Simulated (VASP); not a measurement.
Wanted: the native input for a VASP 6.6.1 run.

```yaml
Task: single point
Functional: PBEsol
Potentials_or_basis: VASP PAW PBE potentials, release 64 (Zr_sv, B)
Cutoff: 520 eV
k_mesh: 18 × 18 × 12
Occupations: gaussian, width 0.1 eV
Spin: no spin polarisation
Dipole_correction: no
Further_INCAR_settings: ALGO = Normal; EDIFF = 1e-07; NBANDS = 16
```

The structure of ZrB2 lies in POSCAR:

```
ZrB2
1.0
    3.1548783236      0.0000000000      0.0000000000
   -1.5774391618      2.7322047741      0.0000000000
    0.0000000000      0.0000000000      3.5065992544
Zr B
1 2
Direct
    0.0000000000      0.0000000000      0.0000000000
    0.3333333333      0.6666666667      0.5000000000
    0.6666666667      0.3333333333      0.5000000000
```

These files were run (other wordings do the same):

INCAR

```
SYSTEM = ZrB2
PREC = Accurate ; ENCUT = 520
EDIFF = 1E-7 ; ISMEAR = 0
SIGMA = 0.1 ; LREAL = .False.
LASPH = .True. ; NELM = 60
ALGO = Normal ; ISIF = 2
LWAVE = .False. ; LCHARG = .False.
GGA = PS ; NBANDS = 16
```

KPOINTS

```
regular mesh
0
Gamma
  18 18 12
  0 0 0
```

Potentials or basis: VASP PAW PBE potentials, release 64 (Zr_sv, B).

Launch:

```bash
$ cat potpaw_PBE.64/Zr_sv/POTCAR potpaw_PBE.64/B/POTCAR > POTCAR
$ mpirun -np 1 vasp_std > vasp.out
```

Results of the run:

* Pressure: 0.3 GPa
* Band gap on the k mesh: zero (band 9 reaches 11.36 eV, above the bottom of band 10 at 10.11 eV)

Caveat: the PAW data sets were made with another functional, which shifts forces and pressure a little.

Wall time 43 s on 1 thread of Intel(R) Xeon(R) 6975P-C (Granite Rapids) (shared host), peak memory 0.24 GiB.
